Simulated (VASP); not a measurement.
Wanted: the native input for a VASP 6.6.1 run.

```
Task                   : single point
Functional             : PBEsol
Potentials or basis    : VASP PAW PBE potentials, release 64 (In_d)
Cutoff                 : 520 eV
k mesh                 : 10 × 10 × 10
Occupations            : fermi-dirac, width 0.05 eV
Spin                   : no spin polarisation
Dipole correction      : no
Further INCAR settings : ALGO = Fast; EDIFF = 1e-06; NBANDS = 12
```

The structure of In lies in POSCAR:

```
In
1.0
   -1.6795542328      1.6795542328      1.6795542328
    1.6795542328     -1.6795542328      1.6795542328
    1.6795542328      1.6795542328     -1.6795542328
In
1
Direct
    0.0000000000      0.0000000000      0.0000000000
```

One way to write it, as run:

INCAR

```
SYSTEM = In
PREC     = Accurate       ! precision mode
ENCUT    = 520            ! plane-wave cutoff, eV
EDIFF    = 1E-6           ! SCF threshold, eV
ISMEAR   = -1             ! smearing method
SIGMA    = 0.05           ! smearing width, eV
LREAL    = .FALSE.        ! projectors in reciprocal space
LASPH    = .TRUE.         ! aspherical terms in the spheres
NELM     = 80             ! most SCF steps
ALGO     = Fast           ! electronic algorithm
ISIF     = 2              ! what is computed and relaxed
LWAVE    = .FALSE.        ! write WAVECAR
LCHARG   = .FALSE.        ! write CHGCAR
GGA      = PS             ! functional
NBANDS   = 12             ! bands
```

KPOINTS

```
Automatic mesh
0
G
  10 10 10
  0 0 0
```

Potentials or basis: VASP PAW PBE potentials, release 64 (In_d).

Launch:

```bash
$ cat potpaw_PBE.64/In_d/POTCAR > POTCAR
$ mpirun -np 1 vasp_std > vasp.out
```

Results of the run:

```json
{
 "Pressure": "30.3 GPa"
}
```

Caveat: the PAW data sets were made with another functional, which shifts forces and pressure a little.

Wall time 8.2 s on 1 thread of Intel(R) Xeon(R) Platinum 8375C CPU @ 2.90GHz (Ice Lake), with other jobs on the host, peak memory 0.14 GiB.
